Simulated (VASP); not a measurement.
# HfB (Fm-3m) in VASP: notebook

Runs on HfB. Level: PBE. Tasks: single point.

All numbers are computed with VASP 6.6.1; they aren't measurements. Logs are shortened: lines on timing, memory, paths and dates and some standing lists are left out, and cuts for length are marked.

### 1 The cell of the first run

The structure is cubic, space group Fm-3m (No. 225). The conventional cell has a = 4.481 Å, b = 4.481 Å, c = 4.481 Å, α = 90.00°, β = 90.00°, γ = 90.00°. Hf (site symmetry m-3m) has 6 B at 2.24 Å within 3.0 Å. Within 3.0 Å of B (site symmetry m-3m) lie 6 Hf at 2.24 Å.

### 2 Single point, PBE (strain -0.030 along x and y, -0.030 along z)

File INCAR:

```
ALGO = Normal ; EDIFF = 1E-7
ENCUT = 520 ; GGA = PE
ISIF = 2 ; ISMEAR = 0
LASPH = T ; LCHARG = F
LREAL = F ; LWAVE = F
NBANDS = 14 ; NELM = 80
PREC = Accurate ; SIGMA = 0.15
```

File KPOINTS:

```
k-points
0
Gamma
  18 18 18
```

File POSCAR:

```
HfB
1.0
    0.0000000000      2.2407000000      2.2407000000
    2.2407000000      0.0000000000      2.2407000000
    2.2407000000      2.2407000000      0.0000000000
Hf B
1 1
Direct
    0.5000000000      0.5000000000      0.5000000000
    0.0000000000      0.0000000000      0.0000000000
```

Potentials or basis: VASP PAW PBE potentials, release 64 (Hf_pv, B).

Command:

```
$ cat potpaw_PBE.64/Hf_pv/POTCAR potpaw_PBE.64/B/POTCAR > POTCAR
$ mpirun -np 1 vasp_std > vasp.out
```

OUTCAR:

```text
EDIFF = 1E-7
   ENCUT = 520
   GGA = PE
   ISIF = 2
   ISMEAR = 0
   LASPH = T
   LREAL = F
   NELM = 80
   PREC = Accurate

 ion  position               nearest neighbor table
   1  0.500  0.500  0.500-   2 2.24   2 2.24   2 2.24   2 2.24   2 2.24   2 2.24
   2  0.000  0.000  0.000-   1 2.24   1 2.24   1 2.24   1 2.24   1 2.24   1 2.24

  LATTYP: Found a face centered cubic cell.
 ALAT       =     4.4814000000

  Lattice vectors:

 A1 = (   0.0000000000,   2.2407000000,   2.2407000000)
 A2 = (   2.2407000000,   0.0000000000,   2.2407000000)
 A3 = (   2.2407000000,   2.2407000000,   0.0000000000)

Analysis of symmetry for initial positions (statically):
=====================================================================
 Subroutine PRICEL returns:
 Original cell was already a primitive cell.

 Routine SETGRP: Setting up the symmetry group for a
 face centered cubic supercell.

 Subroutine GETGRP returns: Found 48 space group operations
 (whereof 48 operations were pure point group operations)
 out of a pool of 48 trial point group operations.

The static configuration has the point symmetry O_h .

Analysis of symmetry for dynamics (positions and initial velocities):
=====================================================================
 Subroutine PRICEL returns:
 Original cell was already a primitive cell.

 Routine SETGRP: Setting up the symmetry group for a
 face centered cubic supercell.

 Subroutine GETGRP returns: Found 48 space group operations
 (whereof 48 operations were pure point group operations)
 out of a pool of 48 trial point group operations.

The dynamic configuration has the point symmetry O_h .

 Subroutine INISYM returns: Found 48 space group operations
 (whereof 48 operations are pure point group operations),
 and found     1 'primitive' translations

----------------------------------------------------------------------------------------

                                     Primitive cell

  volume of cell :      22.4999

  direct lattice vectors                    reciprocal lattice vectors
     0.000000000  2.240700000  2.240700000    -0.223144553  0.223144553  0.223144553
     2.240700000  0.000000000  2.240700000     0.223144553 -0.223144553  0.223144553
     2.240700000  2.240700000  0.000000000     0.223144553  0.223144553 -0.223144553

  length of vectors
     3.168828329  3.168828329  3.168828329     0.386497703  0.386497703  0.386497703

  position of ions in fractional coordinates (direct lattice)
     0.500000000  0.500000000  0.500000000
     0.000000000  0.000000000  0.000000000

  ion indices of the primitive-cell ions
   primitive index   ion index
                 1           1
                 2           2

----------------------------------------------------------------------------------------

 KPOINTS: k-points

Automatic generation of k-mesh.
 Grid dimensions read from file:
 generate k-points for:   18   18   18

 Generating k-lattice:

  Cartesian coordinates                     Fractional coordinates (reciprocal lattice)
    -0.012396920  0.012396920  0.012396920     0.055555556  0.000000000  0.000000000
     0.012396920 -0.012396920  0.012396920     0.000000000  0.055555556  0.000000000
     0.012396920  0.012396920 -0.012396920     0.000000000  0.000000000  0.055555556

  Length of vectors
     0.021472095  0.021472095  0.021472095

  Shift w.r.t. Gamma in fractional coordinates (k-lattice)
     0.000000000  0.000000000  0.000000000

 Subroutine IBZKPT returns following result:
 ===========================================

 Found    195 irreducible k-points:

 Following reciprocal coordinates:
            Coordinates               Weight
  0.000000  0.000000  0.000000      1.000000
  0.055556  0.000000  0.000000      8.000000
  0.111111  0.000000  0.000000      8.000000
  0.166667  0.000000  0.000000      8.000000
  0.222222  0.000000  0.000000      8.000000
  0.277778  0.000000  0.000000      8.000000
[... 16 lines left out ...]
 -0.277778  0.055556  0.000000     24.000000
 -0.222222  0.055556  0.000000     24.000000
 [... further k-points ...]
   k-points           NKPTS =    195   k-points in BZ     NKDIM =    195   number of bands    NBANDS=     14
   number of dos      NEDOS =    301   number of ions     NIONS =      2
   total plane-waves  NPLWV =  13824
   dimension x,y,z NGX =    24 NGY =   24 NGZ =   24
   dimension x,y,z NGXF=    48 NGYF=   48 NGZF=   48
   ions per type =               1   1
   NGX,Y,Z   is equivalent  to a cutoff of  12.59, 12.59, 12.59 a.u.
   NGXF,Y,Z  is equivalent  to a cutoff of  25.18, 25.18, 25.18 a.u.
 SYSTEM =  unknown system
   PREC   = accura    normal or accurate (medium, high low for compatibility)
   ISTART =      0    job   : 0-new  1-cont  2-samecut
   ICHARG =      2    charge: 1-file 2-atom 10-const
   ISPIN  =      1    spin polarized calculation?
   LNONCOLLINEAR =      F non collinear calculations
   LSORBIT =      F    spin-orbit coupling
   LASPH  =      T    aspherical Exc in radial PAW
   ENCUT  =  520.0 eV  38.22 Ry    6.18 a.u.   5.89  5.89  5.89*2*pi/ulx,y,z
   NELM   =     80;   NELMIN=  2; NELMDL= -5     # of ELM steps
   EDIFF  = 0.1E-06   stopping-criterion for ELM
   LREAL  =      F    real-space projection
   EDIFFG = 0.1E-05   stopping-criterion for IOM
   NSW    =      0    number of steps for IOM
   IBRION =     -1    ionic relax: 0-MD 1-quasi-New 2-CG
   NFREE  =      0    steps in history (QN), initial steepest desc. (CG)
   ISIF   =      2    stress and relaxation
   ISYM   =      2    0-nonsym 1-usesym 2-fastsym
   POTIM  = 0.5000    time-step for ionic-motion
   TEBEG  =    0.0;   TEEND  =   0.0 temperature during run
   PSTRESS=    0.0 pullay stress
   NELECT =      13.0000    total number of electrons
   NUPDOWN=      -1.0000    fix difference up-down
   EMIN   =  10.00;   EMAX   =-10.00  energy-range for DOS
   EFERMI =   0.00;   METHOD = LEGACY
   ISMEAR =     0;   SIGMA  =   0.15  broadening in eV -4-tet -1-fermi 0-gaus
   EFERMI_NEDOS =   21; number of points for ismear=-14 and -15
   IALGO  =     38    algorithm
   IMIX   =      4    mixing-type and parameters
     AMIX     =   0.40;   BMIX     =  1.00
     AMIX_MAG =   1.60;   BMIX_MAG =  1.00
  volume/ion in A,a.u.               =      11.25        75.92
  Fermi-wavevector in a.u.,A,eV,Ry     =   1.363522  2.576683 25.295856  1.859193
  Thomas-Fermi vector in A             =   2.489918
   LORBIT       =      0    0 simple, 1 ext, 2 COOP (PROOUT), +10 PAW based schemes
   GGA     = PE    functional components
   LHFCALC =     F    Hartree Fock is set to
   AEXX    =    0.0000 exact exchange contribution
   IVDW    =     0    specifies the selected vdW correction
   LEPSILON=     F    determine dielectric tensor
   LRPA    =     F    only Hartree local field effects (RPA)
 non-spin polarized calculation
 Gauss-broadening in eV      SIGMA  =   0.15
  energy-cutoff  :      520.00
  volume of cell :       22.50
 maximum number of plane-waves:       620
   NGX = 11   NGY = 11   NGZ = 11

 number of electron      12.9999999 magnetization

 Free energy of the ion-electron system (eV)
  ---------------------------------------------------
  ext. energy  EPLUGINS =         0.00000000
  ---------------------------------------------------
  free energy    TOTEN  =       -16.55298311 eV

  energy without entropy =      -16.54173370  energy(sigma->0) =      -16.54735840

 E-fermi :   5.7285     XC(G=0): -12.7467

 val. band max:        5.7016251111   @ k =   0.3889   0.1667   0.0000
 cond. band min:       5.7386770654   @ k =   0.2778   0.0556   0.0000
 fundamental gap:      0.0370519543
 Fermi energy:         5.7285470537

 k-point     1 :       0.0000    0.0000    0.0000
  band No.  band energies     occupation
      1     -22.0765      2.00000
      2     -22.0765      2.00000
      3     -22.0765      2.00000
      4      -4.1148      2.00000
      5       8.0150      0.00000
      6       8.0150      0.00000
      7       8.0150      0.00000
      8       9.9685      0.00000
      9       9.9685      0.00000
     10       9.9685      0.00000
     11      10.3141      0.00000
     12      10.3142      0.00000
     13      17.7703      0.00000
     14      20.1909      0.00000

 k-point     2 :       0.0556    0.0000    0.0000
  band No.  band energies     occupation
      1     -22.1100      2.00000
      2     -22.0797      2.00000
      3     -22.0797      2.00000
      4      -4.0126      2.00000
      5       7.6581      0.00000
      6       7.9712      0.00000
      7       7.9712      0.00000
      8       9.1406      0.00000
      9       9.1406      0.00000
     10      10.1790      0.00000
     11      11.3862      0.00000
     12      11.3862      0.00000
     13      18.0313      0.00000
     14      20.2870      0.00000

 k-point     3 :       0.1111    0.0000    0.0000
  band No.  band energies     occupation
      1     -22.2053      2.00000
      2     -22.0888      2.00000
      3     -22.0888      2.00000
      4      -3.7141      2.00000
      5       6.8947      0.00000
      6       7.5060      0.00000
      7       7.5060      0.00000
      8       8.8484      0.00000
      9       8.8484      0.00000
     10      10.5408      0.00000
     11      12.7391      0.00000
     12      12.7391      0.00000
     13      18.7766      0.00000
     14      20.5386      0.00000
[... 324 lines left out ...]
 k-point    23 :      -0.2778    0.0556    0.0000
  band No.  band energies     occupation
      1     -22.7463      2.00000
      2     -22.1820      2.00000
      3     -22.1310      2.00000
      4      -1.6216      2.00000
      5       4.0027      2.00000
      6       5.0252      2.00000
      7       5.2444      2.00000
      8      10.2769      0.00000
      9      11.0149      0.00000
     10      11.9733      0.00000
     11      16.8585      0.00000
     12      18.5564      0.00000
     13      19.4697      0.00000
     14      21.4752      0.00000

 k-point    24 :      -0.2222    0.0556    0.0000
  band No.  band energies     occupation
      1     -22.5789      2.00000
      2     -22.1632      2.00000
      3     -22.1121      2.00000
      4      -2.3351      2.00000
      5       4.8128      2.00000
      6       5.5772      1.84646
      7       5.7755      0.65789
      8       9.5417      0.00000
      9      10.4298      0.00000
     10      11.5120      0.00000
     11      15.4128      0.00000
     12      17.0400      0.00000
     13      20.4716      0.00000
     14      21.4713      0.00000

 [... further k-points ...]

------------------------ aborting loop because EDIFF is reached ----------------------------------------

  FORCE on cell =-STRESS in cart. coord.  units (eV):
  Direction    XX          YY          ZZ          XY          YZ          ZX
  --------------------------------------------------------------------------------------
  -------------------------------------------------------------------------------------
  Total        8.5681183      8.5681183      8.5681183     -0.0000000      0.0000000     -0.0000000
  in kB      610.1194888    610.1194888    610.1194888     -0.0000000      0.0000000     -0.0000000
  external PRESSURE =     610.1194888 kB  Pullay stress =       0.0000000 kB

 VOLUME and BASIS-vectors are now :
 -----------------------------------------------------------------------------
  energy-cutoff  :      520.00
  volume of cell :       22.50
      direct lattice vectors                 reciprocal lattice vectors
     0.000000000  2.240700000  2.240700000    -0.223144553  0.223144553  0.223144553
     2.240700000  0.000000000  2.240700000     0.223144553 -0.223144553  0.223144553
     2.240700000  2.240700000  0.000000000     0.223144553  0.223144553 -0.223144553

 POSITION                                       TOTAL-FORCE (eV/Angst)
 -----------------------------------------------------------------------------------
      2.24070      2.24070      2.24070        -0.000000     -0.000000     -0.000000
      0.00000      0.00000      0.00000         0.000000      0.000000      0.000000
 -----------------------------------------------------------------------------------
    total drift:                               -0.000000     -0.000000      0.000000

  FREE ENERGIE OF THE ION-ELECTRON SYSTEM (eV)
  ---------------------------------------------------
  free  energy   TOTEN  =       -16.5529831099 eV

  energy  without entropy=      -16.5417336952  energy(sigma->0) =      -16.54735840
```

Wall time 43 s (1 thread of Intel Xeon 8259CL, shared host); peak memory 0.19 GiB.

Results:

| Item | Value |
| --- | --- |
| Free energy | -16.5530 eV |
| Pressure | 61.0 GPa |
| Band gap on the k mesh | zero (an odd number of electrons rules out a gap without spin polarisation) |

Caveat: the cell differs from its parent crystal (strain -0.030 along x and y, -0.030 along z); the cell stands under pressure; spin-orbit coupling is left out, which moves the levels of the heavy elements.

### 3 Single point, PBE (strain -0.015 along x and y, -0.015 along z)

File INCAR:

```
PREC = Accurate ; ENCUT = 520
EDIFF = 1E-6 ; ISMEAR = 0
SIGMA = 0.15 ; LREAL = False
LASPH = True ; NELM = 80
ALGO = Normal ; ISIF = 2
LWAVE = False ; LCHARG = False
GGA = PE ; NBANDS = 14
```

File KPOINTS:

```
regular mesh
0
Gamma
  18 18 18
```

File POSCAR:

```
HfB
1.0
    0.0000000000      2.2753500000      2.2753500000
    2.2753500000      0.0000000000      2.2753500000
    2.2753500000      2.2753500000      0.0000000000
Hf B
1 1
Direct
    0.5000000000      0.5000000000      0.5000000000
    0.0000000000      0.0000000000      0.0000000000
```

Potentials or basis: VASP PAW PBE potentials, release 64 (Hf_pv, B).

Command:

```
$ cat potpaw_PBE.64/Hf_pv/POTCAR potpaw_PBE.64/B/POTCAR > POTCAR
$ mpirun -np 1 vasp_std > vasp.out
```

OUTCAR:

```text
PREC = Accurate
   ENCUT = 520
   EDIFF = 1E-6
   ISMEAR = 0
   LREAL = False
   LASPH = True
   NELM = 80
   ISIF = 2
   GGA = PE

 ion  position               nearest neighbor table
   1  0.500  0.500  0.500-   2 2.28   2 2.28   2 2.28   2 2.28   2 2.28   2 2.28
   2  0.000  0.000  0.000-   1 2.28   1 2.28   1 2.28   1 2.28   1 2.28   1 2.28

  LATTYP: Found a face centered cubic cell.
 ALAT       =     4.5507000000

  Lattice vectors:

 A1 = (   0.0000000000,   2.2753500000,   2.2753500000)
[... 594 lines left out ...]
------------------------ aborting loop because EDIFF is reached ----------------------------------------

  FORCE on cell =-STRESS in cart. coord.  units (eV):
  Direction    XX          YY          ZZ          XY          YZ          ZX
  --------------------------------------------------------------------------------------
  -------------------------------------------------------------------------------------
  Total        6.5554301      6.5554301      6.5554301     -0.0000000      0.0000000     -0.0000000
  in kB      445.7970023    445.7970023    445.7970023     -0.0000000      0.0000000     -0.0000000
  external PRESSURE =     445.7970023 kB  Pullay stress =       0.0000000 kB

 VOLUME and BASIS-vectors are now :
 -----------------------------------------------------------------------------
  energy-cutoff  :      520.00
  volume of cell :       23.56
      direct lattice vectors                 reciprocal lattice vectors
     0.000000000  2.275350000  2.275350000    -0.219746413  0.219746413  0.219746413
     2.275350000  0.000000000  2.275350000     0.219746413 -0.219746413  0.219746413
     2.275350000  2.275350000  0.000000000     0.219746413  0.219746413 -0.219746413

 POSITION                                       TOTAL-FORCE (eV/Angst)
 -----------------------------------------------------------------------------------
      2.27535      2.27535      2.27535         0.000000     -0.000000     -0.000000
      0.00000      0.00000      0.00000        -0.000000      0.000000      0.000000
 -----------------------------------------------------------------------------------
    total drift:                               -0.000000     -0.000000      0.000000

  FREE ENERGIE OF THE ION-ELECTRON SYSTEM (eV)
  ---------------------------------------------------
  free  energy   TOTEN  =       -16.9009498365 eV

  energy  without entropy=      -16.8895990461  energy(sigma->0) =      -16.89527444
```

OSZICAR:

```text
N       E                     dE             d eps       ncg     rms          rms(c)
DAV:   1     0.227814401729E+02    0.22781E+02   -0.70074E+03  5492   0.881E+02
DAV:   2    -0.175417920024E+02   -0.40323E+02   -0.38284E+02  6796   0.196E+02
DAV:   3    -0.185106128876E+02   -0.96882E+00   -0.96339E+00  6762   0.210E+01
DAV:   4    -0.185135543848E+02   -0.29415E-02   -0.29413E-02  6410   0.144E+00
DAV:   5    -0.185135680912E+02   -0.13706E-04   -0.13706E-04  6920   0.880E-02    0.715E+01
DAV:   6    -0.169640679965E+02    0.15495E+01   -0.24081E+00  6642   0.985E+00    0.449E+01
DAV:   7    -0.169452964862E+02    0.18772E-01   -0.10550E+00  7170   0.609E+00    0.878E+00
DAV:   8    -0.169005561153E+02    0.44740E-01   -0.13362E-01  6096   0.231E+00    0.897E-01
DAV:   9    -0.169009531856E+02   -0.39707E-03   -0.53385E-03  7026   0.552E-01    0.133E-01
DAV:  10    -0.169009492255E+02    0.39601E-05   -0.71984E-05  6036   0.581E-02    0.732E-02
DAV:  11    -0.169009498365E+02   -0.61100E-06   -0.83729E-06  6768   0.202E-02
   1 F= -.16900950E+02 E0= -.16895274E+02  d E =-.113508E-01
```

Wall time 41 s (1 thread of Intel Xeon 8259CL, shared host); peak memory 0.19 GiB.

What came out:

- Free energy: -16.9009 eV
- Pressure: 44.6 GPa
- Band gap on the k mesh: zero (an odd number of electrons rules out a gap without spin polarisation)

Caveat: the cell differs from its parent crystal (strain -0.015 along x and y, -0.015 along z); the cell stands under pressure; spin-orbit coupling is left out, which moves the levels of the heavy elements.

[end of part 1 of 2]
